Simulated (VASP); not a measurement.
# MoSe2 in VASP: single point with r2SCAN

Aim: the single point of MoSe2 with r2SCAN.

Everything below comes from runs of VASP 6.6.1. Logs are shortened: lines on timing, memory, paths and dates and some standing lists are left out, and cuts for length are marked.

**1. The cell of the first run**

The typed cell holds 6 atoms: a = 3.331 Å, b = 3.331 Å, c = 13.216 Å, α = 90.00°, β = 90.00°, γ = 60.00°.

**2. Single point, r2SCAN**

Contents of POSCAR:

```
MoSe2
1.0
    1.6652680000      2.8843250000      0.0000000000
   -1.6652680000      2.8843250000      0.0000000000
    0.0000000000      0.0000000000     13.2161390000
Mo Se
2 4
Direct
    0.3333000000      0.3334000000      0.2500000000
    0.6666000000      0.6667000000      0.7500000000
    0.3333000000      0.3334000000      0.6250000000
    0.6666000000      0.6667000000      0.1250000000
    0.3333000000      0.3334000000      0.8750000000
    0.6667000000      0.6667000000      0.3750000000
```

Contents of INCAR.step1:

```
ALGO = Normal
EDIFF = 1E-5
ENCUT = 550
GGA = PE
GGA_COMPAT = F
ISMEAR = -1
LASPH = T
LCHARG = F
LREAL = F
LWAVE = T
NBANDS = 35
NELM = 120
PREC = Accurate
SIGMA = 0.0386
```

Contents of INCAR.step2:

```
ALGO = Normal
EDIFF = 1E-6
ENCUT = 550
GGA_COMPAT = F
ISIF = 2
ISMEAR = -1
ISTART = 1
LASPH = T
LCHARG = F
LMIXTAU = T
LREAL = F
LWAVE = F
METAGGA = R2SCAN
NBANDS = 35
NELM = 120
PREC = Accurate
SIGMA = 0.0386
```

Contents of KPOINTS:

```
k-points
0
Gamma
  9 9 2
```

Potentials or basis: VASP PAW PBE potentials, release 64 (Mo_sv, Se).

Started as:

```console
$ cat potpaw_PBE.64/Mo_sv/POTCAR potpaw_PBE.64/Se/POTCAR > POTCAR
$ cp INCAR.step1 INCAR
$ mpirun -np 1 vasp_std > vasp.out
$ cp INCAR.step2 INCAR
$ mpirun -np 1 vasp_std > vasp.out
```

OUTCAR:

```text
EDIFF = 1E-6
   ENCUT = 550
   ISIF = 2
   ISMEAR = -1
   ISTART = 1
   LASPH = T
   LREAL = F
   METAGGA = R2SCAN
   NELM = 120
   PREC = Accurate

 ion  position               nearest neighbor table
   1  0.333  0.333  0.250-   4 2.53   6 2.53   6 2.54   4 2.54   4 2.54   6 2.54
   2  0.667  0.667  0.750-   3 2.53   5 2.53   3 2.54   5 2.54   3 2.54   5 2.54
   3  0.333  0.333  0.625-   2 2.53   2 2.54   2 2.54
   4  0.667  0.667  0.125-   1 2.53   1 2.54   1 2.54
   5  0.333  0.333  0.875-   2 2.53   2 2.54   2 2.54
   6  0.667  0.667  0.375-   1 2.53   1 2.54   1 2.54

  LATTYP: Found a hexagonal cell.
 ALAT       =     3.3305327228
 C/A-ratio  =     3.9681756944

  Lattice vectors:

 A1 = (   1.6652680000,  -2.8843250000,   0.0000000000)
 A2 = (   1.6652680000,   2.8843250000,   0.0000000000)
 A3 = (   0.0000000000,   0.0000000000,  13.2161390000)

Analysis of symmetry for initial positions (statically):
=====================================================================
 Subroutine PRICEL returns:
 Original cell was already a primitive cell.

 Routine SETGRP: Setting up the symmetry group for a
 hexagonal supercell.

 Subroutine GETGRP returns: Found  1 space group operations
 (whereof  1 operations were pure point group operations)
 out of a pool of 24 trial point group operations.

The static configuration has the point symmetry C_1 .

Analysis of symmetry for dynamics (positions and initial velocities):
=====================================================================
 Subroutine PRICEL returns:
 Original cell was already a primitive cell.

 Routine SETGRP: Setting up the symmetry group for a
 hexagonal supercell.

 Subroutine GETGRP returns: Found  1 space group operations
 (whereof  1 operations were pure point group operations)
 out of a pool of 24 trial point group operations.

The dynamic configuration has the point symmetry C_1 .

 Subroutine INISYM returns: Found  1 space group operations
 (whereof  1 operations are pure point group operations),
 and found     1 'primitive' translations

----------------------------------------------------------------------------------------

                                     Primitive cell

  volume of cell :     126.9588

  direct lattice vectors                    reciprocal lattice vectors
     1.665268000  2.884325000  0.000000000     0.300251971  0.173350784  0.000000000
    -1.665268000  2.884325000  0.000000000    -0.300251971  0.173350784  0.000000000
     0.000000000  0.000000000 13.216139000     0.000000000  0.000000000  0.075665064

  length of vectors
     3.330532723  3.330532723 13.216139000     0.346701227  0.346701227  0.075665064

  position of ions in fractional coordinates (direct lattice)
     0.333300000  0.333400000  0.250000000
     0.666600000  0.666700000  0.750000000
     0.333300000  0.333400000  0.625000000
     0.666600000  0.666700000  0.125000000
     0.333300000  0.333400000  0.875000000
     0.666700000  0.666700000  0.375000000

  ion indices of the primitive-cell ions
   primitive index   ion index
                 1           1
                 2           2
                 3           3
                 4           4
                 5           5
                 6           6

----------------------------------------------------------------------------------------

 KPOINTS: k-points

Automatic generation of k-mesh.
 Grid dimensions read from file:
 generate k-points for:    9    9    2

 Generating k-lattice:

  Cartesian coordinates                     Fractional coordinates (reciprocal lattice)
     0.033361330  0.019261198  0.000000000     0.111111111  0.000000000  0.000000000
    -0.033361330  0.019261198  0.000000000     0.000000000  0.111111111  0.000000000
     0.000000000  0.000000000  0.037832532     0.000000000  0.000000000  0.500000000

  Length of vectors
     0.038522359  0.038522359  0.037832532

  Shift w.r.t. Gamma in fractional coordinates (k-lattice)
     0.000000000  0.000000000  0.000000000

 Subroutine IBZKPT returns following result:
 ===========================================

 Found     82 irreducible k-points:

 Following reciprocal coordinates:
            Coordinates               Weight
  0.000000  0.000000  0.000000      1.000000
  0.111111 -0.000000  0.000000      2.000000
  0.111111  0.111111  0.000000      2.000000
 -0.000000  0.111111  0.000000      2.000000
  0.222222 -0.000000  0.000000      2.000000
  0.222222  0.222222  0.000000      2.000000
[... 16 lines left out ...]
  0.444444  0.111111  0.000000      2.000000
  0.333333  0.444444  0.000000      2.000000
 [... further k-points ...]
   k-points           NKPTS =     82   k-points in BZ     NKDIM =     82   number of bands    NBANDS=     35
   number of dos      NEDOS =    301   number of ions     NIONS =      6
   total plane-waves  NPLWV =  84672
   dimension x,y,z NGX =    28 NGY =   28 NGZ =  108
   dimension x,y,z NGXF=    56 NGYF=   56 NGZF=  216
   ions per type =               2   4
   NGX,Y,Z   is equivalent  to a cutoff of  13.98, 13.98, 13.59 a.u.
   NGXF,Y,Z  is equivalent  to a cutoff of  27.95, 27.95, 27.17 a.u.
 SYSTEM =  unknown system
   PREC   = accura    normal or accurate (medium, high low for compatibility)
   ISTART =      1    job   : 0-new  1-cont  2-samecut
   ICHARG =      0    charge: 1-file 2-atom 10-const
   ISPIN  =      1    spin polarized calculation?
   LNONCOLLINEAR =      F non collinear calculations
   LSORBIT =      F    spin-orbit coupling
   LASPH  =      T    aspherical Exc in radial PAW
   ENCUT  =  550.0 eV  40.42 Ry    6.36 a.u.   6.37  6.37 25.27*2*pi/ulx,y,z
   NELM   =    120;   NELMIN=  2; NELMDL=  0     # of ELM steps
   EDIFF  = 0.1E-05   stopping-criterion for ELM
   LREAL  =      F    real-space projection
[... 7 lines left out ...]
   TEBEG  =    0.0;   TEEND  =   0.0 temperature during run
   PSTRESS=    0.0 pullay stress
   NELECT =      52.0000    total number of electrons
   NUPDOWN=      -1.0000    fix difference up-down
   EMIN   =  10.00;   EMAX   =-10.00  energy-range for DOS
   EFERMI =   0.00;   METHOD = LEGACY
   ISMEAR =    -1;   SIGMA  =   0.04  broadening in eV -4-tet -1-fermi 0-gaus
   EFERMI_NEDOS =   21; number of points for ismear=-14 and -15
   IALGO  =     38    algorithm
   IMIX   =      4    mixing-type and parameters
     AMIX     =   0.40;   BMIX     =  1.00
     AMIX_MAG =   1.60;   BMIX_MAG =  1.00
  volume/ion in A,a.u.               =      21.16       142.79
  Fermi-wavevector in a.u.,A,eV,Ry     =   1.215780  2.297491 20.111055  1.478121
  Thomas-Fermi vector in A             =   2.351156
   LORBIT       =      0    0 simple, 1 ext, 2 COOP (PROOUT), +10 PAW based schemes
   METAGGA = R2SCAN    functional components
   LHFCALC =     F    Hartree Fock is set to
   AEXX    =    0.0000 exact exchange contribution
   IVDW    =     0    specifies the selected vdW correction
   LEPSILON=     F    determine dielectric tensor
   LRPA    =     F    only Hartree local field effects (RPA)
 non-spin polarized calculation
  energy-cutoff  :      550.00
  volume of cell :      126.96
 maximum number of plane-waves:      3752
 NGX is ok and might be reduce to    28
   NGX = 13   NGY = 13   NGZ = 51

 number of electron      51.9999999 magnetization

 Free energy of the ion-electron system (eV)
  ---------------------------------------------------
  ext. energy  EPLUGINS =         0.00000000
  ---------------------------------------------------
  free energy    TOTEN  =      -113.88549691 eV

  energy without entropy =     -113.88549686  energy(sigma->0) =     -113.88549688

 E-fermi :   6.2389     XC(G=0): -11.0044

 val. band max:        5.7508783681   @ k =   0.0000   0.0000   0.0000
 cond. band min:       6.8217742593   @ k =  -0.3333   0.3333   0.0000
 fundamental gap:      1.0708958912
 Fermi energy:         6.2389036671

 k-point     1 :       0.0000    0.0000    0.0000
  band No.  band energies     occupation
      1     -57.4537      2.00000
      2     -57.4537      2.00000
      3     -30.8624      2.00000
      4     -30.8624      2.00000
      5     -30.7169      2.00000
      6     -30.7168      2.00000
[... 27 lines left out ...]
     34       8.6081      0.00000
     35      11.3681      0.00000

 k-point     2 :       0.1111   -0.0000    0.0000
  band No.  band energies     occupation
      1     -57.4510      2.00000
      2     -57.4510      2.00000
      3     -30.8560      2.00000
      4     -30.8560      2.00000
      5     -30.7469      2.00000
      6     -30.7468      2.00000
[... 27 lines left out ...]
     34       8.5854      0.00000
     35      12.1994      0.00000

 k-point     3 :       0.1111    0.1111    0.0000
  band No.  band energies     occupation
      1     -57.4510      2.00000
      2     -57.4510      2.00000
      3     -30.8560      2.00000
      4     -30.8560      2.00000
      5     -30.7469      2.00000
      6     -30.7469      2.00000
[... 27 lines left out ...]
     34       8.5848      0.00000
     35      12.1994      0.00000
[... 723 lines left out ...]
 k-point    23 :       0.4444    0.1111    0.0000
  band No.  band energies     occupation
      1     -57.4325      2.00000
      2     -57.4325      2.00000
      3     -30.9344      2.00000
      4     -30.9344      2.00000
      5     -30.8121      2.00000
      6     -30.8121      2.00000
[... 27 lines left out ...]
     34       9.9325      0.00000
     35      11.8896      0.00000

 k-point    24 :       0.3333    0.4444    0.0000
  band No.  band energies     occupation
      1     -57.4325      2.00000
      2     -57.4325      2.00000
      3     -30.9344      2.00000
      4     -30.9344      2.00000
      5     -30.8121      2.00000
      6     -30.8121      2.00000
[... 27 lines left out ...]
     34       9.9322      0.00000
     35      11.8897      0.00000

 [... further k-points ...]

------------------------ aborting loop because EDIFF is reached ----------------------------------------

  FORCE on cell =-STRESS in cart. coord.  units (eV):
  Direction    XX          YY          ZZ          XY          YZ          ZX
  --------------------------------------------------------------------------------------
  -------------------------------------------------------------------------------------
  Total       -0.3258370     -0.3228225      0.4984077      0.0005143     -0.0037201     -0.0021487
  in kB       -4.1119525     -4.0739098      6.2897362      0.0064899     -0.0469466     -0.0271153
  external PRESSURE =      -0.6320420 kB  Pullay stress =       0.0000000 kB

 VOLUME and BASIS-vectors are now :
 -----------------------------------------------------------------------------
  energy-cutoff  :      550.00
  volume of cell :      126.96
      direct lattice vectors                 reciprocal lattice vectors
     1.665268000  2.884325000  0.000000000     0.300251971  0.173350784  0.000000000
    -1.665268000  2.884325000  0.000000000    -0.300251971  0.173350784  0.000000000
     0.000000000  0.000000000 13.216139000     0.000000000  0.000000000  0.075665064

 POSITION                                       TOTAL-FORCE (eV/Angst)
 -----------------------------------------------------------------------------------
     -0.00017      1.92298      3.30403         0.001464     -0.000861     -0.000002
     -0.00017      3.84567      9.91210         0.000005      0.003401      0.000002
     -0.00017      1.92298      8.26009         0.000009     -0.001686      0.033184
     -0.00017      3.84567      1.65202        -0.000063      0.001591      0.033195
     -0.00017      1.92298     11.56412        -0.000003     -0.001703     -0.033182
      0.00000      3.84596      4.95605        -0.001412     -0.000743     -0.033197
 -----------------------------------------------------------------------------------
    total drift:                               -0.000000      0.000000      0.000000

  FREE ENERGIE OF THE ION-ELECTRON SYSTEM (eV)
  ---------------------------------------------------
  free  energy   TOTEN  =      -113.8854969084 eV

  energy  without entropy=     -113.8854968609  energy(sigma->0) =     -113.88549688
```

Run time: 16 min. Hardware: 1 thread of Intel Xeon 6975P-C (Granite Rapids), shared host; peak memory 0.52 GiB.

Results:

```yaml
Free_energy: -113.8855 eV
Pressure: -0.1 GPa
Largest_force: 0.033 eV/Å
Band_gap_on_the_k_mesh: 1.07 eV (least direct gap 1.43 eV)
```

Forces on the atoms (eV/Å):
```
Mo   0.001 -0.001  0.000
Mo   0.000  0.003  0.000
Se   0.000 -0.002  0.033
Se   0.000  0.002  0.033
Se   0.000 -0.002 -0.033
Se  -0.001 -0.001 -0.033
```

Stress tensor (GPa, compression positive):
```
-0.41  0.00  0.00
 0.00 -0.41  0.00
 0.00  0.00  0.63
```

Caveat: the PAW data sets were made with another functional, which shifts forces and pressure a little; an odd mesh through Γ misses points on the zone boundary, where band edges can lie.
